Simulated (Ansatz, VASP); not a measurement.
One calculation of ZrB2, two programs

INCAR

```
SYSTEM = ZrB2
PREC = Accurate
ENCUT = 520
EDIFF = 1E-7
ISMEAR = -1
SIGMA = 0.05
LREAL = .FALSE.
LASPH = .TRUE.
NELM = 80
ALGO = Normal
ISIF = 2
LWAVE = .FALSE.
LCHARG = .FALSE.
NBANDS = 16
```

KPOINTS

```
regular mesh
0
G
  12 12 9
  0 0 0
```

Contents of POSCAR:

```
ZrB2
1.0
    3.1016998290      0.0000000000      0.0000000000
   -1.5508499145      2.6861508469      0.0000000000
    0.0000000000      0.0000000000      3.5200000000
Zr B
1 2
Direct
    0.0000000000      0.0000000000      0.0000000000
    0.3333333333      0.6666666667      0.5000000000
    0.6666666667      0.3333333333      0.5000000000
```

Input for Ansatz:

```yaml
crystal:
  lattice:
    - [3.101699829, 0.0, 0.0]
    - [-1.5508499145, 2.6861508469, 0.0]
    - [0.0, 0.0, 3.52]
  atoms:
    - { symbol: Zr, position: [0.0, 0.0, 0.0] }
    - { symbol: B, position: [0.3333333333, 0.6666666667, 0.5] }
    - { symbol: B, position: [0.6666666667, 0.3333333333, 0.5] }
kpoints:
  mp_grid: { grid: [12, 12, 9] }
  band_path:
    path:
      - [0.0, 0.0, 0.0]
      - [0.5, 0.0, 0.0]
      - [0.3333333333, 0.3333333333, 0.0]
      - [0.0, 0.0, 0.0]
      - [0.0, 0.0, 0.5]
      - [0.5, 0.0, 0.5]
      - [0.3333333333, 0.3333333333, 0.5]
      - [0.0, 0.0, 0.5]
      - [0.5, 0.0, 0.5]
    npoints: 5
scf:
  occupations: { method: fermi_dirac, width: 0.05 }
hamiltonian:
  xc: lda
  pseudopotentials: { kind: all_electron, lapw: { basis_error: 0.001 } }
output:
  forces: true
  stress: true
  eigenvalues: true
```

Change from the starting cell: equal xx and yy strain of -2 %.

Alike in both runs: task single point; functional LDA; k mesh 12 × 12 × 9; occupations fermi-dirac, width 0.05 eV; no spin polarisation.

```csv
,VASP,Ansatz
version,VASP 6.6.1,Ansatz 0.2.0
potentials or method,"VASP PAW LDA potentials, release 64 (Zr_sv, B), cutoff 520 eV","all-electron LAPW, scalar-relativistic"
```

```csv
,VASP,Ansatz,Ansatz less VASP
pressure (GPa),3.7,3.2,-0.52
"traceless stress, the component that is largest in VASP (GPa)",-4.67,-4.68,-0.008
```

LDA's correlation is that of Perdew and Zunger in VASP and of Perdew and Wang (1992) in Ansatz. Ansatz ran all-electron here, and VASP with PAW potentials.
